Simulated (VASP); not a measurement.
Write the native input for VASP 6.6.1 that does the following.

| Property | Result |
| --- | --- |
| Task | single point |
| Functional | PBE |
| Potentials or basis | VASP PAW PBE potentials, release 64 (Mo_sv, C) |
| Cutoff | 520 eV |
| k mesh | 6 × 6 × 1 |
| Occupations | gaussian, width 0.1 eV |
| Spin | no spin polarisation |
| Dipole correction | yes |
| Further INCAR settings | ALGO = Normal; EDIFF = 1e-06; NBANDS = 53 |

The structure of Mo6C lies in POSCAR:

```
Mo6C
1.0
    4.4695765307      0.0000000000      0.0000000000
   -2.2347882654      3.8707668198      0.0000000000
    0.0000000000      0.0000000000     19.7595667302
Mo C
6 1
Direct
    0.6666666667      0.3333333333      0.2024335885
    0.3333333333      0.6666666667      0.2486060831
    0.0000000000      0.0000000000      0.2947785778
    0.6666666667      0.3333333333      0.3368821123
    0.3333333333      0.6666666667      0.3779725567
    0.0000000000      0.0000000000      0.4180034331
    0.3333333333      0.6666666667      0.4713410096
```

One way to write it, as run:

INCAR

```
SYSTEM = Mo6C
PREC     = Accurate       ! precision mode
ENCUT    = 520            ! plane-wave cutoff, eV
EDIFF    = 1E-6           ! SCF threshold, eV
ISMEAR   = 0              ! smearing method
SIGMA    = 0.1            ! smearing width, eV
LREAL    = .False.        ! projectors in reciprocal space
LASPH    = .True.         ! aspherical terms in the spheres
NELM     = 60             ! most SCF steps
ALGO     = Normal         ! electronic algorithm
ISIF     = 2              ! what is computed and relaxed
LWAVE    = .False.        ! write WAVECAR
LCHARG   = .True.         ! write CHGCAR
LDIPOL   = .True.       
IDIPOL   = 3            
DIPOL    = 0.5 0.5 0.336
GGA      = PE             ! functional
LELF     = .True.         ! ELF
LVHAR    = .True.       
LVACPOTAV= .True.       
NBANDS   = 53             ! bands
```

KPOINTS

```
regular mesh
0
Gamma
  6 6 1
  0 0 0
```

Potentials or basis: VASP PAW PBE potentials, release 64 (Mo_sv, C).

Run with:

```bash
$ cat potpaw_PBE.64/Mo_sv/POTCAR potpaw_PBE.64/C/POTCAR > POTCAR
$ mpirun -np 1 vasp_std > vasp.out
```

It gave:

* Largest force: 1.947 eV/Å
* Band gap on the k mesh: zero (band 44 reaches 0.11 eV, above the bottom of band 45 at 0.08 eV)

Wall time 3.1 min on 1 thread of Intel(R) Xeon(R) 6975P-C (Granite Rapids), on a shared host, peak memory 0.49 GiB.
